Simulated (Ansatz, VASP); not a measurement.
# MoS2: VASP beside Ansatz

INCAR

```
SYSTEM = MoS2
PREC     = Accurate       ! precision mode
ENCUT    = 520            ! plane-wave cutoff, eV
EDIFF    = 1E-7           ! SCF threshold, eV
ISMEAR   = -1             ! smearing method
SIGMA    = 0.02           ! smearing width, eV
LREAL    = .FALSE.        ! projectors in reciprocal space
LASPH    = .TRUE.         ! aspherical terms in the spheres
NELM     = 80             ! most SCF steps
ALGO     = Normal         ! electronic algorithm
ISIF     = 2              ! what is computed and relaxed
LWAVE    = .FALSE.        ! write WAVECAR
LCHARG   = .FALSE.        ! write CHGCAR
GGA      = PS             ! functional
NBANDS   = 20             ! bands
```

The input KPOINTS:

```
regular mesh
0
G
  6 6 6
  0 0 0
```

Contents of POSCAR:

```
MoS2
1.0
    1.5965458369      0.9217661687      6.0769401820
   -1.5965458369      0.9217661687      6.0769401820
    0.0000000000     -1.8435323375      6.0769401820
Mo S
1 2
Direct
    0.0000000000      0.0000000000      0.0000000000
    0.7525772587      0.7525772587      0.7525772587
    0.2474227413      0.2474227413      0.2474227413
```

Input for Ansatz:

```yaml
crystal:
  lattice:
    - [1.5965458369, 0.9217661687, 6.076940182]
    - [-1.5965458369, 0.9217661687, 6.076940182]
    - [0.0, -1.8435323375, 6.076940182]
  atoms:
    - { symbol: Mo, position: [0.0, 0.0, 0.0] }
    - { symbol: S, position: [0.7525772587, 0.7525772587, 0.7525772587] }
    - { symbol: S, position: [0.2474227413, 0.2474227413, 0.2474227413] }
kpoints:
  mp_grid: { grid: [6, 6, 6] }
hamiltonian:
  xc: pbesol
scf:
  occupations: { method: fermi_dirac, width: 0.02 }
  n_extra_bands: 4
output:
  forces: true
  stress: true
  eigenvalues: true
  write_density: true
  write_potential: true
  elf: true
  volumetric_format: npy
```

Alike in both runs: task single point; functional PBEsol; k mesh 6 × 6 × 6; occupations fermi-dirac, width 0.02 eV; no spin polarisation.

|  | VASP | Ansatz |
| --- | --- | --- |
| version | VASP 6.6.1 | Ansatz 0.2.0 |
| potentials or method | VASP PAW PBE potentials, release 64 (Mo_sv, S) | plane waves, PAW |
| plane-wave cutoff (eV) | 520 | 420 |
| valence electrons in the cell | 26 | 26 |

VASP gave:

| Property | Result |
| --- | --- |
| pressure (GPa) | -2.8 |
| traceless stress, the component that is largest in VASP (GPa) | 1.77 |
| rms of the force components (eV/Å) | 0.040 |

Question: Which values does Ansatz return?

Answer: Pressure (GPa): -2.8; traceless stress, the component that is largest in VASP (GPa): 1.76; rms of the force components (eV/Å): 0.041.

VASP's potentials were made for PBE, not for PBEsol. Atom by atom the forces differ by 0.001 eV/Å (rms over components). The functional is the same, so the differences come from potentials, cutoffs and numerics.

The k mesh is coarse, so the values compare programs but aren't converged.
